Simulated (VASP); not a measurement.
Write the native input for VASP 6.6.1 that does the following.

* Task: single point
* Functional: PBEsol
* Potentials or basis: VASP PAW PBE potentials, release 64 (Ba_sv, S)
* Cutoff: 520 eV
* k mesh: 7 × 7 × 7
* Occupations: fermi-dirac, width 0.05 eV
* Spin: no spin polarisation
* Dipole correction: no
* Further INCAR settings: ALGO = Normal; EDIFF = 1e-07; NBANDS = 15

The structure of BaS lies in POSCAR:

```
BaS
1.0
    0.0000000000      3.2357778460      3.2357778460
    3.2357778460      0.0000000000      3.2357778460
    3.2357778460      3.2357778460      0.0000000000
Ba S
1 1
Direct
    0.0000000000      0.0000000000      0.0000000000
    0.5000000000      0.5000000000      0.5000000000
```

This cell differs from its parent crystal: volume scaled by 1.04.

The input as run:

INCAR

```
ALGO     = Normal         # electronic algorithm
EDIFF    = 1E-7           # SCF threshold, eV
ENCUT    = 520            # plane-wave cutoff, eV
GGA      = PS             # functional
ISIF     = 2              # what is computed and relaxed
ISMEAR   = -1             # smearing method
LASPH    = True           # aspherical terms in the spheres
LCHARG   = False          # write CHGCAR
LREAL    = False          # projectors in reciprocal space
LWAVE    = False          # write WAVECAR
NBANDS   = 15             # bands
NELM     = 80             # most SCF steps
PREC     = Accurate       # precision mode
SIGMA    = 0.05           # smearing width, eV
```

KPOINTS

```
k-points
0
Gamma
  7 7 7
```

Potentials or basis: VASP PAW PBE potentials, release 64 (Ba_sv, S).

Launch:

```console
$ cat potpaw_PBE.64/Ba_sv/POTCAR potpaw_PBE.64/S/POTCAR > POTCAR
$ mpirun -np 1 vasp_std > vasp.out
```

It gave:

- Pressure: -2.1 GPa
- Band gap on the k mesh: 2.11 eV, indirect (least direct gap 2.27 eV)

Caveat: the PAW data sets were made with another functional, which shifts forces and pressure a little; spin-orbit coupling is left out, which moves the levels of the heavy elements.

It took 10 s on 1 thread of Intel(R) Xeon(R) 6975P-C (Granite Rapids), with other jobs on the host, peak memory 0.2 GiB.
